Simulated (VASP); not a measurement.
Co, 2 atoms in the cell. The structure is trigonal, space group P-3m1 (No. 164). The conventional cell has a = 2.487 Å, b = 2.487 Å, c = 4.063 Å, α = 90.00°, β = 90.00°, γ = 120.00°. Within 3.2 Å of Co (site symmetry 3m) lie 12 Co at 2.42 to 2.55 Å. 

| Quantity | Value |
| --- | --- |
| Program | VASP 6.6.1 |
| Task | relaxation of cell and atoms |
| Functional | RPBE |
| Dispersion | D3(BJ) |
| Potentials or basis | VASP PAW PBE potentials, release 64 (Co) |
| Cutoff | 600 eV |
| k mesh | 12 × 12 × 7 |
| Occupations | fermi-dirac, width 0.05 eV |
| Spin | collinear spin, ferromagnetic start |
| Starting moments | [2.0, 2.0] μB |
| Dipole correction | no |
| Further INCAR settings | ALGO = Fast; EDIFF = 1e-07; IBRION = 2; EDIFFG = -0.01; NSW = 60; ISIF = 3 |

Potentials or basis: VASP PAW PBE potentials, release 64 (Co).

Command:

```bash
$ cat potpaw_PBE.64/Co/POTCAR > POTCAR
$ mpirun -np 1 vasp_std > vasp.out
```

Hardware: 1 thread of Intel(R) Xeon(R) Platinum 8488C (Sapphire Rapids), with other jobs on the host.

Problem. How long does it take, and how much memory?

Solution. Wall time 6 min on 1 thread of Intel(R) Xeon(R) Platinum 8488C (Sapphire Rapids), on a shared host, peak memory 0.22 GiB. Counts: scf iterations 107, k points 112, ion steps 12.
